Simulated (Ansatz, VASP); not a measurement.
**HfS2: VASP beside Ansatz**

```
Hf S
1.0
     3.60586    0.00000    0.00000
    -1.80293    3.12277    0.00000
     0.00000    0.00000    5.65498
Hf S
1 2
Direct
  0.00000 0.00000 0.00000
  0.66667 0.33333 0.74761
  0.33333 0.66667 0.25239
```

Change from the starting cell: strain -0.0200 x Voigt [0, 0, 1, 0, 0, 0], atoms carried along.

Alike in both runs: task single point; functional PBE; dispersion D3(BJ); k mesh 12 × 12 × 6; occupations gaussian, width 0.05 eV; no spin polarisation.

|  | VASP | Ansatz |
| --- | --- | --- |
| version | VASP 6.6.1 | Ansatz 0.2.0 |
| potentials or method | VASP PAW PBE potentials, release 64 (Hf_pv, S), cutoff 500 eV | scalar-relativistic, plane waves, PAW |
| valence electrons in the cell | 22 | 38 |

|  | VASP | Ansatz | Ansatz less VASP |
| --- | --- | --- | --- |
| gap on the k mesh at the Fermi level (eV) | 0.84 | 0.82 | -0.027 |
| least direct gap on the mesh (eV) | 1.77 | 1.74 | -0.031 |
| pressure (GPa) | 1.4 | 2.0 | +0.59 |
| traceless stress, the component that is largest in VASP (GPa) | 1.04 | 0.96 | -0.081 |
| rms of the force components (eV/Å) | 0.122 | 0.153 | +0.0310 |

Atom by atom the forces differ by 0.031 eV/Å (rms over components). VASP's potentials hold 22 valence electrons a cell and Ansatz's 38, so a difference there can come from the potentials and not from the codes.

Neither program's run includes spin-orbit coupling.
